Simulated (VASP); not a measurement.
A run of VASP 6.6.1:

The input INCAR:

```
SYSTEM = CS2
ALGO = Normal
EDIFF = 1E-6
ENCUT = 520
GGA = PE
ISIF = 2
ISMEAR = -1
LASPH = .TRUE.
LCHARG = .FALSE.
LREAL = .FALSE.
LWAVE = .FALSE.
NBANDS = 25
NELM = 80
PREC = Accurate
SIGMA = 0.05
```

KPOINTS

```
k-points
0
G
  5 5 3
  0 0 0
```

Contents of POSCAR:

```
CS2
1.0
    3.7916195200     -3.1140865600      0.0000000000
    3.7916195200      3.1140865600      0.0000000000
    0.0000000000      0.0000000000      9.8512570000
S C
4 2
Direct
    0.1815210000      0.8184790000      0.8868670000
    0.3184790000      0.6815210000      0.3868670000
    0.6815210000      0.3184790000      0.6131330000
    0.8184790000      0.1815210000      0.1131330000
    0.5000000000      0.5000000000      0.5000000000
    0.0000000000      0.0000000000      0.0000000000
```

Potentials or basis: VASP PAW PBE potentials, release 64 (S, C).

Command:

```bash
$ cat potpaw_PBE.64/S/POTCAR potpaw_PBE.64/C/POTCAR > POTCAR
$ mpirun -np 1 vasp_std > vasp.out
```

Hardware: 1 thread of Intel(R) Xeon(R) Platinum 8559C (Emerald Rapids), on a shared host.

**Question.** How long does it take, and how much memory?

**Answer.** Wall time 64 s on 1 thread of Intel(R) Xeon(R) Platinum 8559C (Emerald Rapids) (shared host), peak memory 0.33 GiB. Counts: scf iterations 15, k points 18.
